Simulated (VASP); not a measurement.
Here is a VASP 6.6.1 calculation.

The input POSCAR:

```
Al3Cu
1.0
    2.7457609570      0.0000000000      0.0000000000
    0.0000000000      2.7457609570      0.0000000000
    0.0000000000      0.0000000000      7.5151723803
Al Cu
3 1
Direct
    0.0000000000      0.0000000000      0.5000000000
    0.5000000000      0.5000000000      0.2226430006
    0.5000000000      0.5000000000      0.7773569994
    0.0000000000      0.0000000000      0.0000000000
```

The input INCAR.step1:

```
SYSTEM = Al3Cu
  PREC = Accurate
  ENCUT = 600
  ISMEAR = 0
  SIGMA = 0.1
  LREAL = .False.
  LASPH = .True.
  NELM = 100
  GGA = PE
  ALGO = Normal
  EDIFF = 1E-4
  LWAVE = .True.
  LCHARG = .False.
```

File INCAR.step2:

```
SYSTEM = Al3Cu
  PREC = Accurate
  ENCUT = 600
  EDIFF = 1E-6
  ISMEAR = 0
  SIGMA = 0.1
  LREAL = .False.
  LASPH = .True.
  NELM = 100
  ALGO = Normal
  ISIF = 4
  LWAVE = .False.
  LCHARG = .False.
  METAGGA = R2SCAN
  LMIXTAU = .True.
  IBRION = 2
  NSW = 50
  EDIFFG = -0.01
  ISTART = 1
```

The input KPOINTS:

```
Automatic mesh
0
Gamma
  16 16 6
  0 0 0
```

Potentials or basis: VASP PAW PBE potentials, release 64 (Al, Cu).

Launch:

```console
$ cat potpaw_PBE.64/Al/POTCAR potpaw_PBE.64/Cu/POTCAR > POTCAR
$ cp INCAR.step1 INCAR
$ mpirun -np 1 vasp_std > vasp.out
$ cp INCAR.step2 INCAR
$ mpirun -np 1 vasp_std > vasp.out
```

Q: Predict the band gap on the k mesh.

A: Zero (bands 10 and 11 overlap by 6.51 eV).

Final structure:
```
Al Cu
1.0
     2.74805    0.00000    0.00000
     0.00000    2.74805    0.00000
     0.00000    0.00000    7.50264
Al Cu
3 1
Direct
  0.00000 0.00000 0.50000
  0.50000 0.50000 0.22406
  0.50000 0.50000 0.77594
  0.00000 0.00000 0.00000
```
